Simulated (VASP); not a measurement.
# BN (Pm) in VASP: further runs, part 2 of 2

VASP 6.6.1. Earlier steps stand in the parts before.

## Step 3: Single point, PBE+D3(BJ) (atoms displaced along a vibrational mode)

The input, INCAR:

```
  ALGO = Normal
  EDIFF = 1E-7
  ENCUT = 520
  GGA = PE
  ISIF = 2
  ISMEAR = 1
  IVDW = 12
  LASPH = True
  LCHARG = False
  LREAL = False
  LWAVE = False
  NBANDS = 16
  NELM = 100
  PREC = Accurate
  SIGMA = 0.05
```

The input, KPOINTS:

```
k-points
0
Gamma
  12 12 4
```

The input, POSCAR:

```
BN
1.0
    2.5061127838      0.0000000000      0.0000000000
   -1.2530563919      2.1703573356      0.0000000000
    0.0000000000      0.0000000000      6.5923998870
B N
2 2
Direct
   -0.1037260910      0.0000000000      0.5000000000
    0.4372392715      0.6666666667      0.0000000000
    0.1034051985      0.0000000000      0.0000000000
    0.5631226698      0.3333333333      0.5000000000
```

Potentials or basis: VASP PAW PBE potentials, release 64 (B, N).

Started as:

```console
cat potpaw_PBE.64/B/POTCAR potpaw_PBE.64/N/POTCAR > POTCAR
mpirun -np 1 vasp_std > vasp.out
```

OUTCAR:

```text
EDIFF = 1E-7
   ENCUT = 520
   GGA = PE
   ISIF = 2
   ISMEAR = 1
   IVDW = 12
   LASPH = True
   LREAL = False
   NELM = 100
   PREC = Accurate
 IVDW          = 12

 ion  position               nearest neighbor table
   1  0.896  0.000  0.500-   4 1.45   4 1.45   4 1.45
   2  0.437  0.667  0.000-   3 1.45   3 1.45   3 1.45
   3  0.103  0.000  0.000-   2 1.45   2 1.45   2 1.45
   4  0.563  0.333  0.500-   1 1.45   1 1.45   1 1.45

  LATTYP: Found a hexagonal cell.
 ALAT       =     2.5061127838
 C/A-ratio  =     2.6305280152

  Lattice vectors:

 A1 = (   2.5061127838,   0.0000000000,   0.0000000000)
 A2 = (  -1.2530563919,   2.1703573356,   0.0000000000)
 A3 = (   0.0000000000,   0.0000000000,   6.5923998870)

Analysis of symmetry for initial positions (statically):
=====================================================================
 Subroutine PRICEL returns:
 Original cell was already a primitive cell.

 Routine SETGRP: Setting up the symmetry group for a
 hexagonal supercell.

 Subroutine GETGRP returns: Found  2 space group operations
 (whereof  2 operations were pure point group operations)
 out of a pool of 24 trial point group operations.

The static configuration has the point symmetry C_1h.

Analysis of symmetry for dynamics (positions and initial velocities):
=====================================================================
 Subroutine PRICEL returns:
 Original cell was already a primitive cell.

 Routine SETGRP: Setting up the symmetry group for a
 hexagonal supercell.

 Subroutine GETGRP returns: Found  2 space group operations
 (whereof  2 operations were pure point group operations)
 out of a pool of 24 trial point group operations.

The dynamic configuration has the point symmetry C_1h.

 Subroutine INISYM returns: Found  2 space group operations
[... 119 lines left out ...]
   IMIX   =      4    mixing-type and parameters
     AMIX     =   0.40;   BMIX     =  1.00
     AMIX_MAG =   1.60;   BMIX_MAG =  1.00
  volume/ion in A,a.u.               =       8.96        60.49
  Fermi-wavevector in a.u.,A,eV,Ry     =   1.250997  2.364042 21.293038  1.564994
  Thomas-Fermi vector in A             =   2.384965
   LORBIT       =      0    0 simple, 1 ext, 2 COOP (PROOUT), +10 PAW based schemes
   GGA     = PE    functional components
   LHFCALC =     F    Hartree Fock is set to
   AEXX    =    0.0000 exact exchange contribution
   IVDW    =    12    specifies the selected vdW correction
   LEPSILON=     F    determine dielectric tensor
   LRPA    =     F    only Hartree local field effects (RPA)
 non-spin polarized calculation
 Methfessel and Paxton  Order N= 1 SIGMA  =   0.05
  energy-cutoff  :      520.00
  volume of cell :       35.86
 maximum number of plane-waves:       985
   NGX =  9   NGY =  9   NGZ = 25

 number of electron      15.9999998 magnetization

 Free energy of the ion-electron system (eV)
  ---------------------------------------------------
  ext. energy  EPLUGINS =         0.00000000
  ---------------------------------------------------
  free energy    TOTEN  =       -35.13807302 eV

  energy without entropy =      -35.13813652  energy(sigma->0) =      -35.13809418

 E-fermi :   2.5194     XC(G=0): -10.1199

 val. band max:        2.4946054974   @ k =   0.3333   0.3333   0.0000
 cond. band min:       6.1386365398   @ k =   0.5000   0.5000   0.0000
 fundamental gap:      3.6440310424
 Fermi energy:         2.5193901690

 k-point     1 :       0.0000    0.0000    0.0000
  band No.  band energies     occupation
      1     -15.4750      2.00000
      2     -15.1607      2.00000
      3      -3.9085      2.00000
      4      -1.7202      2.00000
      5       0.9565      2.00000
      6       0.9867      2.00000
[... 433 lines left out ...]
      3      -2.6238      2.00000
      4      -2.0006      2.00000
      5      -1.9229      2.00000
      6      -0.5958      2.00000
[... 8 lines left out ...]
     15      16.8635      0.00000
     16      17.6675      0.00000

 [... further k-points ...]

------------------------ aborting loop because EDIFF is reached ----------------------------------------

 Edisp (eV)   -0.56887

 E8    (eV) :    -0.1668

  FORCE on cell =-STRESS in cart. coord.  units (eV):
  Direction    XX          YY          ZZ          XY          YZ          ZX
  --------------------------------------------------------------------------------------
  -------------------------------------------------------------------------------------
  Total      -0.01177     0.02677     0.09388     0.08449     0.00000     0.00000
  in kB      -0.52597     1.19608     4.19472     3.77505     0.00000     0.00000
  external pressure =        1.62 kB  Pullay stress =        0.00 kB

 VOLUME and BASIS-vectors are now :
 -----------------------------------------------------------------------------
  energy-cutoff  :      520.00
  volume of cell :       35.86
      direct lattice vectors                 reciprocal lattice vectors
     2.506112784  0.000000000  0.000000000     0.399024340  0.230376810  0.000000000
    -1.253056392  2.170357336  0.000000000     0.000000000  0.460753620  0.000000000
     0.000000000  0.000000000  6.592399887     0.000000000  0.000000000  0.151689827

 POSITION                                       TOTAL-FORCE (eV/Angst)
 -----------------------------------------------------------------------------------
      2.24616      0.00000      3.29620         0.023461     -0.009270      0.000000
      0.26040      1.44690      0.00000        -0.029773      0.002177      0.000000
      0.25915      0.00000      0.00000        -0.010063     -0.031644      0.000000
      0.99356      0.72345      3.29620         0.016375      0.038737      0.000000
 -----------------------------------------------------------------------------------
    total drift:                               -0.000060      0.000014      0.000000

  FREE ENERGIE OF THE ION-ELECTRON SYSTEM (eV)
  ---------------------------------------------------
  free  energy   TOTEN  =       -35.7069421281 eV

  energy  without entropy=      -35.7070056292  energy(sigma->0) =      -35.70696330
```

It took 80 s on 1 thread of AMD EPYC 7R13, shared host; peak memory 0.21 GiB.

What came out:

```yaml
Free_energy: -35.7069 eV
Pressure: 0.2 GPa
Largest_force: 0.042 eV/Å
Band_gap_on_the_k_mesh: 3.64 eV (least direct gap 4.02 eV)
Dispersion_energy_per_atom: -0.142 eV
```

Forces on the atoms (eV/Å):
```
B    0.023 -0.009  0.000
B   -0.030  0.002  0.000
N   -0.010 -0.032  0.000
N    0.016  0.039  0.000
```

Caveat: the cell differs from its parent crystal (atoms displaced along a vibrational mode).

## Step 4: Single point, PBE+D3(BJ)

The input, INCAR:

```
SYSTEM = BN
PREC = Accurate
ENCUT = 520
EDIFF = 1E-6
ISMEAR = 1
SIGMA = 0.05
LREAL = .False.
LASPH = .True.
NELM = 100
ALGO = Normal
ISIF = 2
LWAVE = .False.
LCHARG = .False.
GGA = PE
IVDW = 12
NBANDS = 16
```

The input, KPOINTS:

```
regular mesh
0
Gamma
  12 12 4
  0 0 0
```

The input, POSCAR:

```
BN
1.0
    2.5061127838      0.0000000000      0.0000000000
   -1.2530563919      2.1703573356      0.0000000000
    0.0000000000      0.0000000000      6.5923998870
B N
2 2
Direct
   -0.0691507274      0.0000000000      0.5000000000
    0.4026039588      0.6666666667      0.0000000000
    0.0689367990      0.0000000000      0.0000000000
    0.5976373354      0.3333333333      0.5000000000
```

Potentials or basis: VASP PAW PBE potentials, release 64 (B, N).

Started as:

```console
cat potpaw_PBE.64/B/POTCAR potpaw_PBE.64/N/POTCAR > POTCAR
mpirun -np 1 vasp_std > vasp.out
```

OUTCAR:

```text
SYSTEM = BN
   PREC = Accurate
   ENCUT = 520
   EDIFF = 1E-6
   ISMEAR = 1
   LREAL = .False.
   LASPH = .True.
   NELM = 100
   ISIF = 2
   GGA = PE
   IVDW = 12
 IVDW          = 12

 ion  position               nearest neighbor table
   1  0.931  0.000  0.500-   4 1.45   4 1.45   4 1.45
   2  0.403  0.667  0.000-   3 1.45   3 1.45   3 1.45
   3  0.069  0.000  0.000-   2 1.45   2 1.45   2 1.45
   4  0.598  0.333  0.500-   1 1.45   1 1.45   1 1.45

  LATTYP: Found a hexagonal cell.
 ALAT       =     2.5061127838
 C/A-ratio  =     2.6305280152

  Lattice vectors:

 A1 = (   2.5061127838,   0.0000000000,   0.0000000000)
 A2 = (  -1.2530563919,   2.1703573356,   0.0000000000)
 A3 = (   0.0000000000,   0.0000000000,   6.5923998870)

Analysis of symmetry for initial positions (statically):
=====================================================================
 Subroutine PRICEL returns:
 Original cell was already a primitive cell.

 Routine SETGRP: Setting up the symmetry group for a
 hexagonal supercell.

 Subroutine GETGRP returns: Found  2 space group operations
 (whereof  2 operations were pure point group operations)
 out of a pool of 24 trial point group operations.

The static configuration has the point symmetry C_1h.

Analysis of symmetry for dynamics (positions and initial velocities):
=====================================================================
 Subroutine PRICEL returns:
 Original cell was already a primitive cell.

 Routine SETGRP: Setting up the symmetry group for a
 hexagonal supercell.

 Subroutine GETGRP returns: Found  2 space group operations
 (whereof  2 operations were pure point group operations)
 out of a pool of 24 trial point group operations.

The dynamic configuration has the point symmetry C_1h.

 Subroutine INISYM returns: Found  2 space group operations
 (whereof  2 operations are pure point group operations),
 and found     1 'primitive' translations

[... 120 lines left out ...]
  Fermi-wavevector in a.u.,A,eV,Ry     =   1.250997  2.364042 21.293038  1.564994
  Thomas-Fermi vector in A             =   2.384965
   LORBIT       =      0    0 simple, 1 ext, 2 COOP (PROOUT), +10 PAW based schemes
   GGA     = PE    functional components
   LHFCALC =     F    Hartree Fock is set to
   AEXX    =    0.0000 exact exchange contribution
   IVDW    =    12    specifies the selected vdW correction
   LEPSILON=     F    determine dielectric tensor
   LRPA    =     F    only Hartree local field effects (RPA)
 non-spin polarized calculation
 Methfessel and Paxton  Order N= 1 SIGMA  =   0.05
  energy-cutoff  :      520.00
  volume of cell :       35.86
 maximum number of plane-waves:       985
   NGX =  9   NGY =  9   NGZ = 25

 number of electron      15.9999998 magnetization

 Free energy of the ion-electron system (eV)
  ---------------------------------------------------
  ext. energy  EPLUGINS =         0.00000000
  ---------------------------------------------------
  free energy    TOTEN  =       -35.14432597 eV

  energy without entropy =      -35.14438815  energy(sigma->0) =      -35.14434670

 E-fermi :   2.4595     XC(G=0): -10.1213

 val. band max:        2.4312749608   @ k =   0.3333   0.3333   0.0000
 cond. band min:       6.2932742792   @ k =   0.5000   0.5000   0.0000
 fundamental gap:      3.8619993184
 Fermi energy:         2.4594982210

 k-point     1 :       0.0000    0.0000    0.0000
  band No.  band energies     occupation
      1     -15.4792      2.00000
      2     -15.1596      2.00000
      3      -3.9093      2.00000
      4      -1.7220      2.00000
      5       0.9462      2.00000
      6       0.9672      2.00000
[... 433 lines left out ...]
      3      -2.6240      2.00000
      4      -2.0108      2.00000
      5      -1.9162      2.00000
      6      -0.6051      2.00000
[... 8 lines left out ...]
     15      16.8681      0.00000
     16      17.7081      0.00000

 [... further k-points ...]

------------------------ aborting loop because EDIFF is reached ----------------------------------------

 Edisp (eV)   -0.56888

 E8    (eV) :    -0.1668

  FORCE on cell =-STRESS in cart. coord.  units (eV):
  Direction    XX          YY          ZZ          XY          YZ          ZX
  --------------------------------------------------------------------------------------
  -------------------------------------------------------------------------------------
  Total       0.01474     0.03288     0.03024     0.06480     0.00000     0.00000
  in kB       0.65857     1.46923     1.35121     2.89552     0.00000     0.00000
  external pressure =        1.16 kB  Pullay stress =        0.00 kB

 VOLUME and BASIS-vectors are now :
 -----------------------------------------------------------------------------
  energy-cutoff  :      520.00
  volume of cell :       35.86
      direct lattice vectors                 reciprocal lattice vectors
     2.506112784  0.000000000  0.000000000     0.399024340  0.230376810  0.000000000
    -1.253056392  2.170357336  0.000000000     0.000000000  0.460753620  0.000000000
     0.000000000  0.000000000  6.592399887     0.000000000  0.000000000  0.151689827

 POSITION                                       TOTAL-FORCE (eV/Angst)
 -----------------------------------------------------------------------------------
      2.33281      0.00000      3.29620         0.015934     -0.004418      0.000000
      0.17360      1.44690      0.00000        -0.017265      0.000887      0.000000
      0.17276      0.00000      0.00000        -0.014105     -0.014817      0.000000
      1.08006      0.72345      3.29620         0.015436      0.018349      0.000000
 -----------------------------------------------------------------------------------
    total drift:                               -0.000005      0.000020     -0.000000

  FREE ENERGIE OF THE ION-ELECTRON SYSTEM (eV)
  ---------------------------------------------------
  free  energy   TOTEN  =       -35.7132048104 eV

  energy  without entropy=      -35.7132669952  energy(sigma->0) =      -35.71322554
```

stdout:

```text
POSCAR found type information on POSCAR B N
 POSCAR found :  2 types and       4 ions
 scaLAPACK will be used
 LDA part: xc-table for (Slater+PW92), standard interpolation
 POSCAR, INCAR and KPOINTS ok, starting setup
 FFT: planning ... GRIDC
 FFT: planning ... GRID_SOFT
 FFT: planning ... GRID
 WAVECAR not read
 entering main loop
```

Wall time 91 s (1 thread of AMD EPYC 7R13, shared host); peak memory 0.21 GiB.

Results:

```yaml
Free_energy: -35.7132 eV
Pressure: 0.1 GPa
Largest_force: 0.024 eV/Å
Band_gap_on_the_k_mesh: 3.86 eV (least direct gap 4.23 eV)
Dispersion_energy_per_atom: -0.142 eV
```

Forces in eV/Å, atoms in the order of the input:
```
B    0.016 -0.004  0.000
B   -0.017  0.001  0.000
N   -0.014 -0.015  0.000
N    0.015  0.018  0.000
```

Stress tensor (GPa, compression positive):
```
0.07 0.29 0.00
0.29 0.15 0.00
0.00 0.00 0.14
```

Levels at points of the mesh, in eV from the valence-band top:
```tsv
k point	band 5	band 6	band 7	band 8	band 9	band 10	band 11	band 12
(0.00, 0.00, 0.00)	-1.49	-1.46	-1.39	-1.38	5.17	10.21	11.41	11.43
(0.50, 0.00, 0.00)	-4.27	-4.17	-1.17	-1.03	4.80	4.97	9.43	9.73
(0.00, 0.50, 0.00)	-4.27	-4.17	-1.40	-0.76	4.28	5.47	9.51	9.67
(0.50, 0.50, 0.00)	-4.28	-4.17	-1.56	-0.50	3.86	5.84	9.45	9.75
(0.00, 0.00, 0.50)	-1.48	-1.46	-1.39	-1.38	7.55	7.57	11.42	11.45
(0.50, 0.00, 0.50)	-4.26	-4.18	-1.06	-0.98	4.54	4.63	9.71	9.88
(0.00, 0.50, 0.50)	-4.26	-4.18	-1.06	-0.98	4.57	4.61	9.77	9.81
(0.50, 0.50, 0.50)	-4.27	-4.18	-1.07	-0.98	4.60	4.62	9.77	9.79
```

A k mesh can miss the band edges.

## Step 5: Single point, PBE+D3(BJ) (atoms displaced along a vibrational mode, the cell strained)

The input, INCAR:

```
SYSTEM = BN
PREC = Accurate
ENCUT = 520
EDIFF = 1E-6
ISMEAR = 1
SIGMA = 0.05
LREAL = .FALSE.
LASPH = .TRUE.
NELM = 80
ALGO = Normal
ISIF = 2
LWAVE = .FALSE.
LCHARG = .FALSE.
GGA = PE
IVDW = 12
NBANDS = 16
```

The input, KPOINTS:

```
Automatic mesh
0
G
  12 12 4
  0 0 0
```

The input, POSCAR:

```
BN
1.0
    2.5645052117      0.0000000000      0.0000000000
   -1.2822526059      2.1703573356      0.0000000000
    0.0000000000      0.0000000000      6.5923998870
B N
2 2
Direct
   -0.1037260910      0.0000000000      0.5000000000
    0.4372392715      0.6666666667      0.0000000000
    0.1034051985      0.0000000000      0.0000000000
    0.5631226698      0.3333333333      0.5000000000
```

Started as:

```console
cat potpaw_PBE.64/B/POTCAR potpaw_PBE.64/N/POTCAR > POTCAR
mpirun -np 1 vasp_std > vasp.out
```

Run time: 95 s. Hardware: 1 thread of AMD EPYC 7R13, shared host; peak memory 0.21 GiB.

The run converged. Its results:

| Item | Value |
| --- | --- |
| Free energy | -35.6543 eV |
| Pressure | -7.6 GPa |
| Largest force | 0.271 eV/Å |
| Band gap on the k mesh | 3.54 eV (least direct gap 3.94 eV) |
| Dispersion energy per atom | -0.139 eV |

Forces in eV/Å, atoms in the order of the input:
```
B    0.023  0.229  0.000
B   -0.023  0.242  0.000
N   -0.020 -0.270  0.000
N    0.019 -0.201  0.000
```

Stress tensor (GPa, compression positive):
```
-19.93   0.38   0.00
  0.38  -3.46   0.00
  0.00   0.00   0.53
```

Levels at points of the mesh, in eV from the valence-band top:
```csv
k point,band 6,band 7,band 8,band 9,band 10,band 11
"(0.00, 0.00, 0.00)",-1.55,-1.52,-1.46,5.08,9.98,10.83
"(0.50, 0.00, 0.00)",-4.08,-1.29,-1.12,4.53,4.95,9.16
"(0.50, 0.50, 0.00)",-4.08,-1.73,-0.49,3.54,5.84,9.17
"(0.00, 0.50, 0.00)",-4.42,-1.30,-0.66,4.17,5.36,8.66
"(0.00, 0.00, 0.50)",-1.55,-1.52,-1.46,7.40,7.42,10.86
"(0.50, 0.00, 0.50)",-4.10,-1.14,-1.09,4.37,4.47,9.49
"(0.50, 0.50, 0.50)",-4.09,-1.16,-1.10,4.45,4.46,9.58
"(0.00, 0.50, 0.50)",-4.42,-0.95,-0.89,4.49,4.50,8.92
```

Caveat: the cell differs from its parent crystal (atoms displaced along a vibrational mode, the cell strained); the stress differs along the axes, from -20 to 1 GPa. A k mesh can miss the band edges.

## Step 6: The runs side by side

```tsv
cell	gap on the mesh (eV)	pressure (GPa)	largest force (eV/Å)
a = 2.506, b = 2.506, c = 6.592 Å, angles 90.0, 90.0, 120.0°, 4 atoms, atomic positions A	4.12	0.1	0.01
a = 2.506, b = 2.506, c = 6.592 Å, angles 90.0, 90.0, 120.0°, 4 atoms, atomic positions B	3.64	0.2	0.04
a = 2.506, b = 2.506, c = 6.592 Å, angles 90.0, 90.0, 120.0°, 4 atoms, atomic positions C	3.86	0.1	0.02
a = 2.565, b = 2.521, c = 6.592 Å, angles 90.0, 90.0, 120.6°, 4 atoms, atomic positions B	3.54	-7.6	0.27
```

Alike in all rows: task single point; level PBE+D3(BJ); potentials or basis VASP PAW PBE potentials, release 64 (B, N); no spin polarisation; k mesh 12 × 12 × 4; cutoff (eV) 520; smearing methfessel-paxton 0.05 eV.

Caveats: the stress differs along the axes, from -20 to 1 GPa (at least some runs).

Absolute energies hang on the potentials; compare differences alone.
